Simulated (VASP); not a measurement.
CdS3: single point with PBE

Crystal: CdS3.

```
CELL_PARAMETERS angstrom
7.09783 0.00000 0.00000
-3.54891 6.14690 0.00000
0.00000 0.00000 3.52266
ATOMIC_POSITIONS crystal
Cd 0.66667 0.33333 0.25000
Cd 0.33333 0.66667 0.75000
S 0.15700 0.31400 0.25000
S 0.84300 0.15700 0.75000
S 0.68600 0.84300 0.25000
S 0.84300 0.68600 0.75000
S 0.15700 0.84300 0.25000
S 0.31400 0.15700 0.75000
```

The cell was generated, and may not be a known phase.

| Quantity | Value |
| --- | --- |
| Program | VASP 6.6.1 |
| Task | single point |
| Functional | PBE |
| Potentials or basis | VASP PAW PBE potentials, release 64 (Cd, S) |
| Cutoff | 500 eV |
| k mesh | 6 × 6 × 10 |
| Occupations | gaussian, width 0.1 eV |
| Spin | no spin polarisation |
| Dipole correction | no |
| Further INCAR settings | ALGO = Normal; EDIFF = 1e-06; NBANDS = 40 |

- Pressure: 0.1 GPa
- Largest force: 0.022 eV/Å
- Band gap on the k mesh: zero (bands 30 and 31 overlap by 0.77 eV)

Forces in eV/Å, atoms in the order of the input:
```
Cd   0.000  0.000  0.000
Cd   0.000  0.000  0.000
S    0.000 -0.022  0.000
S    0.019 -0.011  0.000
S    0.019  0.011  0.000
S    0.000  0.022  0.000
S   -0.019  0.011  0.000
S   -0.019 -0.011  0.000
```

Levels at points of the mesh, in eV from the Fermi level:
```tsv
k point	band 27	band 28	band 29	band 30	band 31	band 32	band 33	band 34
(0.00, 0.00, 0.00)	-1.11	-1.11	-0.09	-0.09	0.36	0.36	1.11	1.54
(0.50, 0.00, 0.00)	-1.30	-0.55	-0.51	-0.30	-0.05	0.26	1.78	1.95
(0.00, 0.00, 0.50)	-0.97	-0.97	-0.97	-0.97	1.28	1.28	1.28	1.28
(0.50, 0.00, 0.50)	-1.36	-1.36	-1.05	-1.05	-0.28	-0.28	1.43	1.43
```

Run time: 3.8 min on 1 thread of Intel(R) Xeon(R) Platinum 8259CL CPU @ 2.50GHz (Skylake/Cascade Lake), with other jobs on the host, peak memory 0.37 GiB.

Caveat: semilocal functionals underestimate gaps, and a narrow one can read as zero.
